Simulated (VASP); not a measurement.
A run of VASP 6.6.1 is set up as follows.

Contents of POSCAR:

```
BaTe
1.0
    0.0000000000      3.5323792142      3.5323792142
    3.5323792142      0.0000000000      3.5323792142
    3.5323792142      3.5323792142      0.0000000000
Ba Te
1 1
Direct
    0.0000000000      0.0000000000      0.0000000000
    0.5000000000      0.5000000000      0.5000000000
```

INCAR.step1

```
PREC     = Accurate       # precision mode
ENCUT    = 520            # plane-wave cutoff, eV
EDIFF    = 1E-5           # SCF threshold, eV
ISMEAR   = 0              # smearing method
SIGMA    = 0.01           # smearing width, eV
LREAL    = False          # projectors in reciprocal space
LASPH    = True           # aspherical terms in the spheres
NELM     = 100            # most SCF steps
ALGO     = Normal         # electronic algorithm
ISIF     = 2              # what is computed and relaxed
LWAVE    = True           # write WAVECAR
LCHARG   = False          # write CHGCAR
GGA      = PE             # functional
NBANDS   = 15             # bands
```

INCAR.step2

```
PREC     = Accurate       # precision mode
ENCUT    = 520            # plane-wave cutoff, eV
EDIFF    = 1E-7           # SCF threshold, eV
ISMEAR   = 0              # smearing method
SIGMA    = 0.01           # smearing width, eV
LREAL    = False          # projectors in reciprocal space
LASPH    = True           # aspherical terms in the spheres
NELM     = 100            # most SCF steps
ALGO     = Normal         # electronic algorithm
ISIF     = 2              # what is computed and relaxed
LWAVE    = False          # write WAVECAR
LCHARG   = False          # write CHGCAR
GGA      = PE             # functional
LHFCALC  = True           # exact exchange
HFSCREEN = 0.2079         # screening, 1/A
PRECFOCK = Normal       
ISTART   = 1            
NBANDS   = 15             # bands
```

Contents of KPOINTS:

```
Automatic mesh
0
Gamma
  4 4 4
```

Potentials or basis: VASP PAW PBE potentials, release 64 (Ba_sv, Te).

Command:

```sh
$ cat potpaw_PBE.64/Ba_sv/POTCAR potpaw_PBE.64/Te/POTCAR > POTCAR
$ cp INCAR.step1 INCAR
$ mpirun -np 1 vasp_std > vasp.out
$ cp INCAR.step2 INCAR
$ mpirun -np 1 vasp_std > vasp.out
```

Question: Estimate the pressure.

Answer: 0.0 GPa.

Question: Predict the band gap on the k mesh.

Answer: 2.30 eV (least direct gap 2.73 eV).

Caveat: the PAW data sets were made with another functional, which shifts forces and pressure a little; spin-orbit coupling is left out, which moves the levels of the heavy elements. A k mesh can miss the band edges.
